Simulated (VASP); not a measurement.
Input of a VASP 6.6.1 run:

File INCAR:

```
SYSTEM = MgO
ALGO     = Normal         ! electronic algorithm
DIPOL    = 0.5 0.5 0.500
EDIFF    = 1E-6           ! SCF threshold, eV
ENCUT    = 520            ! plane-wave cutoff, eV
GGA      = PE             ! functional
IDIPOL   = 3            
ISIF     = 2              ! what is computed and relaxed
ISMEAR   = 0              ! smearing method
LASPH    = .TRUE.         ! aspherical terms in the spheres
LCHARG   = .TRUE.         ! write CHGCAR
LDIPOL   = .TRUE.       
LELF     = .TRUE.         ! ELF
LREAL    = .FALSE.        ! projectors in reciprocal space
LVACPOTAV= .TRUE.       
LVHAR    = .TRUE.       
LWAVE    = .FALSE.        ! write WAVECAR
NBANDS   = 21             ! bands
NELM     = 60             ! most SCF steps
PREC     = Accurate       ! precision mode
SIGMA    = 0.05           ! smearing width, eV
```

File KPOINTS:

```
k-points
0
G
  9 9 1
  0 0 0
```

File POSCAR:

```
MgO
1.0
    3.0085896291      0.0000000000      0.0000000000
    0.0000000000      3.0085896291      0.0000000000
    0.0000000000      0.0000000000     18.2547882571
Mg O
3 3
Direct
    0.5000000000      0.5000000000      0.3834610351
    0.0000000000      0.0000000000      0.5002765932
    0.5000000000      0.5000000000      0.6152366194
    0.0000000000      0.0000000000      0.3834610351
    0.5000000000      0.5000000000      0.4997432833
    0.0000000000      0.0000000000      0.6179180051
```

Potentials or basis: VASP PAW PBE potentials, release 64 (Mg, O).

Launch:

```sh
$ cat potpaw_PBE.64/Mg/POTCAR potpaw_PBE.64/O/POTCAR > POTCAR
$ mpirun -np 1 vasp_std > vasp.out
```

(1) Estimate the band gap on the k mesh.

(2) Estimate the largest force.

Results:

(1) 3.23 eV, direct.

(2) 0.453 eV/Å.
